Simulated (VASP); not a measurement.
Wanted: the native input for a VASP 6.6.1 run.

- Task: single point
- Functional: PBEsol
- Potentials or basis: VASP PAW PBE potentials, release 64 (Ag, Cl)
- Cutoff: 500 eV
- k mesh: 8 × 8 × 8
- Occupations: gaussian, width 0.01 eV
- Spin: no spin polarisation
- Dipole correction: no
- Further INCAR settings: ALGO = Normal; EDIFF = 1e-06; NBANDS = 16

The structure of AgCl lies in POSCAR:

```
AgCl
1.0
    0.0000000000      2.6947308208      2.6947308208
    2.6947308208      0.0000000000      2.6947308208
    2.6947308208      2.6947308208      0.0000000000
Ag Cl
1 1
Direct
    0.0000000000      0.0000000000      0.0000000000
    0.5000000000      0.5000000000      0.5000000000
```

The input as run:

INCAR

```
SYSTEM = AgCl
ALGO = Normal
EDIFF = 1E-6
ENCUT = 500
GGA = PS
GGA_COMPAT = .False.
ISIF = 2
ISMEAR = 0
LASPH = .True.
LCHARG = .False.
LREAL = .False.
LWAVE = .False.
NBANDS = 16
NELM = 120
PREC = Accurate
SIGMA = 0.01
```

KPOINTS

```
k-points
0
Gamma
  8 8 8
  0 0 0
```

Potentials or basis: VASP PAW PBE potentials, release 64 (Ag, Cl).

Command:

```sh
$ cat potpaw_PBE.64/Ag/POTCAR potpaw_PBE.64/Cl/POTCAR > POTCAR
$ mpirun -np 1 vasp_std > vasp.out
```

It gave:

| Property | Result |
| --- | --- |
| Pressure | 1.9 GPa |
| Band gap on the k mesh | 0.72 eV (least direct gap 3.35 eV) |

Caveat: the PAW data sets were made with another functional, which shifts forces and pressure a little.

It took 6.9 s on 1 thread of Intel(R) Xeon(R) 6975P-C (Granite Rapids), with other jobs on the host, peak memory 0.16 GiB.
